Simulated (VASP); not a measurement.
# Ni (P6_3/mmc) in VASP: notebook

The runs below take Ni through single point, with PBEsol.

Everything below comes from runs of VASP 6.6.1. Logs are shortened: lines on timing, memory, paths and dates and some standing lists are left out, and cuts for length are marked.

## 1. The cell of the first run

Symmetry: P6_3/mmc, No. 194, hexagonal system. The conventional cell has a = 2.381 Å, b = 2.381 Å, c = 3.904 Å, α = 90.00°, β = 90.00°, γ = 120.00°. Within 3.1 Å of Ni (site symmetry -6m2) lie 12 Ni at 2.38 to 2.39 Å.

This isn't the form of Ni at room conditions, which is fcc.

## 2. Single point, PBEsol, collinear spin, ferromagnetic start (9.58 Å³/atom)

File INCAR:

```
SYSTEM = Ni
ALGO     = Normal         ! electronic algorithm
EDIFF    = 1E-7           ! SCF threshold, eV
ENCUT    = 520            ! plane-wave cutoff, eV
GGA      = PS             ! functional
ISIF     = 2              ! what is computed and relaxed
ISMEAR   = -1             ! smearing method
ISPIN    = 2              ! spin polarisation
LASPH    = .True.         ! aspherical terms in the spheres
LCHARG   = .False.        ! write CHGCAR
LMAXMIX  = 4              ! l up to which the mixer works
LORBIT   = 11             ! projections on sites
LREAL    = .False.        ! projectors in reciprocal space
LWAVE    = .False.        ! write WAVECAR
MAGMOM   = 0.671 0.671    ! initial moments
NBANDS   = 21             ! bands
NELM     = 150            ! most SCF steps
PREC     = Accurate       ! precision mode
SIGMA    = 0.05           ! smearing width, eV
```

File KPOINTS:

```
k-points
0
Gamma
  17 17 9
  0 0 0
```

File POSCAR:

```
Ni
1.0
    2.3805225542      0.0000000000      0.0000000000
   -1.1902612771      2.0615930062      0.0000000000
    0.0000000000      0.0000000000      3.9042192949
Ni
2
Direct
    0.3333333333      0.6666666667      0.2500000000
    0.6666666667      0.3333333333      0.7500000000
```

Potentials or basis: VASP PAW PBE potentials, release 64 (Ni).

The run is started by

```bash
> cat potpaw_PBE.64/Ni/POTCAR > POTCAR
> mpirun -np 1 vasp_std > vasp.out
```

OUTCAR:

```text
SYSTEM = Ni
   EDIFF = 1E-7
   ENCUT = 520
   GGA = PS
   ISIF = 2
   ISMEAR = -1
   ISPIN = 2
   LASPH = .True.
   LORBIT = 11
   LREAL = .False.
   NELM = 150
   PREC = Accurate

 ion  position               nearest neighbor table
   1  0.333  0.667  0.250-   2 2.39   2 2.39   2 2.39   2 2.39   2 2.39   2 2.39
   2  0.667  0.333  0.750-   1 2.39   1 2.39   1 2.39   1 2.39   1 2.39   1 2.39

  LATTYP: Found a hexagonal cell.
 ALAT       =     2.3805225542
 C/A-ratio  =     1.6400681808

  Lattice vectors:

 A1 = (   2.3805225542,   0.0000000000,   0.0000000000)
 A2 = (  -1.1902612771,   2.0615930062,   0.0000000000)
 A3 = (   0.0000000000,   0.0000000000,   3.9042192949)

Analysis of symmetry for initial positions (statically):
=====================================================================
 Subroutine PRICEL returns:
 Original cell was already a primitive cell.

 Routine SETGRP: Setting up the symmetry group for a
 hexagonal supercell.

 Subroutine GETGRP returns: Found 24 space group operations
 (whereof 12 operations were pure point group operations)
 out of a pool of 24 trial point group operations.

The static configuration has the point symmetry D_3d.
 The point group associated with its full space group is D_6h.

Analysis of symmetry for dynamics (positions and initial velocities):
=====================================================================
 Subroutine PRICEL returns:
 Original cell was already a primitive cell.

 Routine SETGRP: Setting up the symmetry group for a
 hexagonal supercell.

 Subroutine GETGRP returns: Found 24 space group operations
 (whereof 12 operations were pure point group operations)
 out of a pool of 24 trial point group operations.

The dynamic configuration has the point symmetry D_3d.
 The point group associated with its full space group is D_6h.

Analysis of structural, dynamic, and magnetic symmetry:
=====================================================================
 Subroutine PRICEL returns:
 Original cell was already a primitive cell.

 Routine SETGRP: Setting up the symmetry group for a
 hexagonal supercell.

 Subroutine GETGRP returns: Found 24 space group operations
 (whereof 12 operations were pure point group operations)
 out of a pool of 24 trial point group operations.

The overall configuration has the point symmetry D_3d.
 The point group associated with its full space group is D_6h.

 Subroutine INISYM returns: Found 24 space group operations
[... 117 lines left out ...]
     AMIX_MAG =   1.60;   BMIX_MAG =  1.00
  volume/ion in A,a.u.               =       9.58        64.65
  Fermi-wavevector in a.u.,A,eV,Ry     =   1.660664  3.138199 37.522199  2.757804
  Thomas-Fermi vector in A             =   2.747861
   LORBIT       =     11    0 simple, 1 ext, 2 COOP (PROOUT), +10 PAW based schemes
   GGA     = PS    functional components
   LHFCALC =     F    Hartree Fock is set to
   AEXX    =    0.0000 exact exchange contribution
   IVDW    =     0    specifies the selected vdW correction
   LEPSILON=     F    determine dielectric tensor
   LRPA    =     F    only Hartree local field effects (RPA)
 spin polarized calculation
  energy-cutoff  :      520.00
  volume of cell :       19.16
 maximum number of plane-waves:       549
 NGX is ok and might be reduce to    18
   NGX =  9   NGY =  9   NGZ = 15

 number of electron      20.0000008 magnetization       1.2045578

 Free energy of the ion-electron system (eV)
  ---------------------------------------------------
  ext. energy  EPLUGINS =         0.00000000
  ---------------------------------------------------
  free energy    TOTEN  =       -12.12503948 eV

  energy without entropy =      -12.09343252  energy(sigma->0) =      -12.10923600

 E-fermi :  11.1357     XC(G=0): -14.2071

 val. band max:       11.1341769800   @ k =   0.2941   0.2353   0.0000
 cond. band min:      11.1362639936   @ k =   0.1176   0.1176   0.2222
 fundamental gap:      0.0020870135
 Fermi energy:        11.1357477339

 spin component 1

 k-point     1 :       0.0000    0.0000    0.0000
  band No.  band energies     occupation
      1       1.1234      1.00000
      2       5.5220      1.00000
      3       8.3484      1.00000
      4       8.4608      1.00000
      5       8.4608      1.00000
      6       8.7907      1.00000
[... 565 lines left out ...]
     20      41.3098      0.00000
     21      42.8200      0.00000

 [... further k-points ...]

 spin component 2

 k-point     1 :       0.0000    0.0000    0.0000
  band No.  band energies     occupation
      1       1.1267      1.00000
      2       5.9002      1.00000
      3       9.0004      1.00000
      4       9.0930      1.00000
      5       9.0930      1.00000
      6       9.4422      1.00000
[... 565 lines left out ...]
     20      41.3925      0.00000
     21      42.8065      0.00000

 [... further k-points ...]

------------------------ aborting loop because EDIFF is reached ----------------------------------------

  FORCE on cell =-STRESS in cart. coord.  units (eV):
  Direction    XX          YY          ZZ          XY          YZ          ZX
  --------------------------------------------------------------------------------------
  -------------------------------------------------------------------------------------
  Total        2.7492922      2.7492922      2.7472722      0.0000000      0.0000000      0.0000000
  in kB      229.8910433    229.8910433    229.7221326      0.0000000      0.0000000      0.0000000
  external PRESSURE =     229.8347397 kB  Pullay stress =       0.0000000 kB

 VOLUME and BASIS-vectors are now :
 -----------------------------------------------------------------------------
  energy-cutoff  :      520.00
  volume of cell :       19.16
      direct lattice vectors                 reciprocal lattice vectors
     2.380522554  0.000000000  0.000000000     0.420075835  0.242530896  0.000000000
    -1.190261277  2.061593006  0.000000000     0.000000000  0.485061793  0.000000000
     0.000000000  0.000000000  3.904219295     0.000000000  0.000000000  0.256133154

 POSITION                                       TOTAL-FORCE (eV/Angst)
 -----------------------------------------------------------------------------------
     -0.00000      1.37440      0.97605         0.000000      0.000000      0.000000
      1.19026      0.68720      2.92816        -0.000000     -0.000000      0.000000
 -----------------------------------------------------------------------------------
    total drift:                               -0.000000      0.000000     -0.000000

  FREE ENERGIE OF THE ION-ELECTRON SYSTEM (eV)
  ---------------------------------------------------
  free  energy   TOTEN  =       -12.1250394784 eV

  energy  without entropy=      -12.0934325220  energy(sigma->0) =      -12.10923600

 total charge

# of ion       s       p       d       tot
------------------------------------------
    1        0.559   0.628   8.387   9.574
    2        0.559   0.628   8.387   9.574
--------------------------------------------------
tot          1.117   1.256  16.775  19.149

 magnetization (x)

# of ion       s       p       d       tot
------------------------------------------
    1       -0.005  -0.024   0.630   0.601
    2       -0.005  -0.024   0.630   0.601
--------------------------------------------------
tot         -0.010  -0.048   1.259   1.202
```

OSZICAR:

```text
N       E                     dE             d eps       ncg     rms          rms(c)
DAV:   1     0.923155670514E+02    0.92316E+02   -0.87950E+03 15225   0.139E+03
DAV:   2    -0.894898781585E+01   -0.10126E+03   -0.93536E+02 14100   0.238E+02
DAV:   3    -0.144258833521E+02   -0.54769E+01   -0.52666E+01 15788   0.622E+01
DAV:   4    -0.144903401828E+02   -0.64457E-01   -0.64413E-01 15918   0.637E+00
DAV:   5    -0.144920269503E+02   -0.16868E-02   -0.16867E-02 16032   0.103E+00    0.172E+01
DAV:   6    -0.126328355487E+02    0.18592E+01   -0.65514E+00 16638   0.578E+01    0.742E+00
DAV:   7    -0.121762590353E+02    0.45658E+00   -0.12156E+00 16428   0.216E+01    0.339E+00
DAV:   8    -0.121306100057E+02    0.45649E-01   -0.14013E-02 20861   0.205E+00    0.138E+00
DAV:   9    -0.121261540672E+02    0.44559E-02   -0.98087E-04 19243   0.292E-01    0.408E-01
DAV:  10    -0.121251134445E+02    0.10406E-02   -0.12025E-04 21295   0.127E-01    0.901E-02
DAV:  11    -0.121250449066E+02    0.68538E-04   -0.36272E-05 18994   0.732E-02    0.310E-02
DAV:  12    -0.121250386345E+02    0.62721E-05   -0.28715E-06 18890   0.174E-02    0.169E-02
DAV:  13    -0.121250405089E+02   -0.18743E-05   -0.17167E-06 19057   0.131E-02    0.785E-03
DAV:  14    -0.121250397164E+02    0.79244E-06   -0.71272E-08 11013   0.330E-03    0.138E-03
DAV:  15    -0.121250394786E+02    0.23787E-06   -0.14856E-08  7945   0.140E-03    0.819E-04
DAV:  16    -0.121250394784E+02    0.11914E-09   -0.35503E-09  7625   0.505E-04
   1 F= -.12125039E+02 E0= -.12109236E+02  d E =-.316070E-01  mag=     1.2045
```

Run time: 1.9 min. Hardware: 1 thread of AMD EPYC 7R13 (Zen 3), shared host; peak memory 0.18 GiB.

What came out:

```
Free energy                                           : -12.1250 eV
Pressure                                              : 23.0 GPa
Net moment                                            : 1.20 μB per cell
Site moments                                          : Ni +0.60 μB
Valence electrons inside the program's atomic spheres : Ni 9.57
```

Levels at points of the mesh, in eV from the Fermi level:
Spin up:
```csv
k point,band 8,band 9,band 10,band 11,band 12,band 13,band 14,band 15
"(0.00, 0.00, 0.00)",-1.85,-1.85,-0.71,-0.71,-0.66,6.54,23.66,26.71
```
Spin down:
| k point | band 6 | band 7 | band 8 | band 9 | band 10 | band 11 | band 12 | band 13 | band 14 | band 15 |
| --- | --- | --- | --- | --- | --- | --- | --- | --- | --- | --- |
| (0.00, 0.00, 0.00) | -1.69 | -1.69 | -1.21 | -1.21 | -0.67 | -0.02 | -0.02 | 6.94 | 23.58 | 26.77 |

Caveat: the cell stands under pressure; the PAW data sets were made with another functional, which shifts forces and pressure a little.

(Part 1 of 2 ends here.)
